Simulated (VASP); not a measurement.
Input of a VASP 6.6.1 run:

The input INCAR:

```
SYSTEM = SiH4C16
ALGO = Normal
EDIFF = 1E-6
ENCUT = 520
ISIF = 2
ISMEAR = 0
ISPIN = 2
LASPH = .TRUE.
LCHARG = .FALSE.
LORBIT = 11
LREAL = Auto
LWAVE = .FALSE.
MAGMOM = 0 0 0 0 0 0 0 0 0 0 0 0 0 0 0 0 -0.21 0 0 0 0.08
NBANDS = 56
NELM = 150
PREC = Accurate
SIGMA = 0.05
```

File KPOINTS:

```
k-points
0
G
  3 3 1
  0 0 0
```

POSCAR

```
SiH4C16
1.0
    5.0487420000      0.0000000000      0.0000000000
    2.5243710000      4.3723390000      0.0000000000
    0.0000000000      0.0000000000     15.6764260000
H C Si
4 16 1
Direct
    0.1666667848      0.1666666285      0.0637901139
    0.6666667848      0.1666666285      0.0637901139
    0.1666666285      0.6666667429      0.0637901139
    0.6666666285      0.6666667429      0.0637901139
    0.1666667848      0.1666666285      0.1339591052
    0.6666667848      0.1666666285      0.1339591052
    0.1666666285      0.6666667429      0.1339591052
    0.6666666285      0.6666667429      0.1339591052
   -0.1666666285      0.3333332571      0.1668292250
    0.3333333715      0.3333332571      0.1668292250
   -0.1666667848      0.8333333715      0.1668292250
    0.3333332152      0.8333333715      0.1668292250
   -0.1660070796      0.3321345852      0.2702892228
    0.3333372369      0.3334071306      0.2592000243
   -0.1660339469      0.8339941162      0.2702984086
    0.3321099384      0.8340179021      0.2702885849
    0.0000087998      0.0000386521      0.2893698474
    0.4964807882      0.0071128977      0.2970044320
    0.0070750640      0.4965200548      0.2970027097
    0.4965026879      0.4965442981      0.2970090249
    0.3333272200      0.3335285759      0.3865772084
```

Potentials or basis: VASP PAW LDA potentials, release 64 (H, C, Si).

Launch:

```console
$ cat potpaw_LDA.64/H/POTCAR potpaw_LDA.64/C/POTCAR potpaw_LDA.64/Si/POTCAR > POTCAR
$ mpirun -np 1 vasp_std > vasp.out
```

Question: Estimate the largest force.

Answer: 3.286 eV/Å.

Question: Predict the band gap on the k mesh.

Answer: 0.04 eV.

Question: Estimate the net moment.

Answer: 0.00 μB per cell.

Forces on the atoms (eV/Å):
```
H   -0.003 -0.002 -0.254
H    0.004 -0.002 -0.254
H    0.000  0.004 -0.254
H    0.000  0.000 -0.300
C   -0.142 -0.082  1.774
C    0.142 -0.082  1.775
C    0.000  0.164  1.775
C    0.000  0.000  1.971
C    0.001  0.030 -1.050
C    0.002  0.002 -3.286
C   -0.023 -0.013 -1.050
C    0.026 -0.013 -1.050
C   -0.006 -0.076  0.257
C    0.002 -0.004 -0.101
C    0.065  0.038  0.253
C   -0.069  0.035  0.257
C    0.003  0.002 -0.385
C    0.000 -0.059 -0.068
C   -0.054  0.031 -0.070
C    0.053  0.031 -0.074
Si  -0.002 -0.004  0.133
```

Caveat: the k points lie up to 0.48 Å⁻¹ apart; there is no dipole correction, which matters where the two faces differ.
